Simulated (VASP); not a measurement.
Runs of VASP 6.6.1 on Mg. The structure is that of space group P6_3/mmc (No. 194), or close to it. The cells are those of the table. 

```tsv
cell	gap on the mesh (eV)	pressure (GPa)
a = 3.129, b = 3.129, c = 5.072 Å, angles 90.0, 90.0, 120.0°, 2 atoms	none	1.8
a = 3.193, b = 3.193, c = 5.175 Å, angles 90.0, 90.0, 120.0°, 2 atoms	none	-0.7
a = 3.151, b = 3.151, c = 5.107 Å, angles 90.0, 90.0, 120.0°, 2 atoms	none	0.9
a = 3.172, b = 3.172, c = 5.141 Å, angles 90.0, 90.0, 120.0°, 2 atoms	none	(a)
a = 3.214, b = 3.214, c = 5.209 Å, angles 90.0, 90.0, 120.0°, 2 atoms	none	(b)
```

Alike in all rows: task electric field gradients; level r2SCAN; potentials or basis VASP PAW PBE potentials, release 64 (Mg); no spin polarisation; k mesh 15 × 15 × 8; cutoff (eV) 520; smearing fermi-dirac 0.08 eV.

**Question.** Estimate the missing entries.

**Answer.** (a) 0.0; (b) -1.4.

Caveats: the PAW data sets were made with another functional, which shifts forces and pressure a little.

A gap of «none» marks levels without a gap at the run's occupations.
